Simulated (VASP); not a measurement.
# AlRu: single point with PBE

The system is AlRu.

```
Al Ru
1.0
     3.03647    0.00000    0.00000
     0.00000    3.03647    0.00000
     0.00000    0.00000    3.08135
Al Ru
1 1
Direct
  0.00000 0.00000 0.00000
  0.50000 0.50000 0.50000
```

This cell differs from its parent crystal: strain +0.015 along x and y, +0.030 along z.

- Program: VASP 6.6.1
- Task: single point
- Functional: PBE
- Potentials or basis: VASP PAW PBE potentials, release 64 (Al, Ru_pv)
- Cutoff: 520 eV
- k mesh: 16 × 16 × 16
- Occupations: gaussian, width 0.15 eV
- Spin: no spin polarisation

```
Pressure : -8.6 GPa
```

Stress tensor (GPa, compression positive):
```
 -7.90   0.00   0.00
  0.00  -7.90   0.00
  0.00   0.00 -10.01
```

Levels at points of the mesh, in eV from the Fermi level:
```csv
k point,band 5,band 6,band 7,band 8,band 9,band 10,band 11,band 12,band 13,band 14
"(0.00, 0.00, 0.00)",-3.27,-3.27,0.12,0.12,0.20,5.50,5.93,5.93,10.59,10.62
"(0.50, 0.00, 0.00)",-5.34,-2.52,-1.60,-1.44,0.35,2.14,7.45,10.46,10.84,11.85
"(0.50, 0.50, 0.00)",-2.80,-1.28,-1.28,-1.15,-1.15,1.44,5.05,5.68,9.90,13.94
"(0.00, 0.00, 0.50)",-5.49,-2.57,-1.44,-1.44,0.41,1.91,7.47,10.83,10.83,12.01
"(0.50, 0.00, 0.50)",-2.86,-1.41,-1.31,-1.05,-1.01,1.35,4.86,5.60,10.22,14.14
"(0.50, 0.50, 0.50)",-4.31,-4.31,1.41,1.51,2.20,3.94,4.02,4.02,7.91,7.91
```

It took 64 s on 1 thread of Intel(R) Xeon(R) Platinum 8488C (Sapphire Rapids), with other jobs on the host, peak memory 0.28 GiB.

Caveat: the cell differs from its parent crystal (strain +0.015 along x and y, +0.030 along z).
